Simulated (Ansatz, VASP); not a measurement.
**One calculation of HfC, two programs**

The input POSCAR:

```
HfC
1.0
    0.0000000000      2.3250013489      2.3250013489
    2.3250013489      0.0000000000      2.3250013489
    2.3250013489      2.3250013489      0.0000000000
Hf C
1 1
Direct
    0.5000000000      0.5000000000      0.5000000000
    0.0000000000      0.0000000000      0.0000000000
```

File INCAR.step1:

```
ALGO = Normal
EDIFF = 1E-5
ENCUT = 520
GGA = PE
ISIF = 2
ISMEAR = 0
LASPH = True
LCHARG = False
LREAL = False
LWAVE = True
NBANDS = 14
NELM = 100
PREC = Accurate
SIGMA = 0.05
```

Contents of INCAR.step2:

```
AEXX = 0.1
ALGO = Normal
EDIFF = 1E-6
ENCUT = 520
GGA = PE
ISIF = 2
ISMEAR = 0
ISTART = 1
LASPH = True
LCHARG = False
LHFCALC = True
LREAL = False
LWAVE = False
NBANDS = 14
NELM = 100
PREC = Accurate
PRECFOCK = Normal
SIGMA = 0.05
```

File KPOINTS:

```
k-points
0
Gamma
  6 6 6
```

Input for Ansatz:

```yaml
crystal:
  lattice:
    - [0.0, 2.3250013489, 2.3250013489]
    - [2.3250013489, 0.0, 2.3250013489]
    - [2.3250013489, 2.3250013489, 0.0]
  atoms:
    - { symbol: Hf, position: [0.5, 0.5, 0.5] }
    - { symbol: C, position: [0.0, 0.0, 0.0] }
basis:
  ecutwfc: 420
  ecutrho_ratio: 4
kpoints:
  mp_grid: { grid: [6, 6, 6] }
hamiltonian:
  xc: { exchange: pbe, correlation: pbe, exx: { coeff: 0.1 } }
scf:
  occupations: { method: gaussian, width: 0.05 }
  n_extra_bands: 9
output:
  forces: true
  stress: true
  eigenvalues: true
  populations: true
  dos: { projected: true, de: 0.02 }
```

Alike in both runs: task single point; functional PBE-based global hybrid; k mesh 6 × 6 × 6; occupations gaussian, width 0.05 eV; no spin polarisation.

|  | VASP | Ansatz |
| --- | --- | --- |
| version | VASP 6.6.1 | Ansatz 0.2.0 |
| potentials or method | VASP PAW PBE potentials, release 64 (Hf_pv, C), cutoff 520 eV | scalar-relativistic, plane waves, PAW |
| valence electrons in the cell | 14 | 30 |

VASP gave:

- gap on the k mesh at the Fermi level (eV): none
- pressure (GPa): -2.2

**Question.** Which values does Ansatz return?

**Answer.** gap on the k mesh at the Fermi level (eV): none; pressure (GPa): -0.6.

VASP's potentials were made for PBE, not for PBE-based global hybrid. A gap of «none» marks a metal or a gap that the smearing closes. The functional is the same, so the differences come from potentials, cutoffs and numerics. VASP's potentials hold 14 valence electrons a cell and Ansatz's 30, so a difference there can come from the potentials and not from the codes. Ansatz's warnings: filled band counts differ across k points, stress exchange threshold loose, stress scf threshold loose.

The k mesh is coarse, so the values compare programs but aren't converged. Spin-orbit coupling is off throughout.
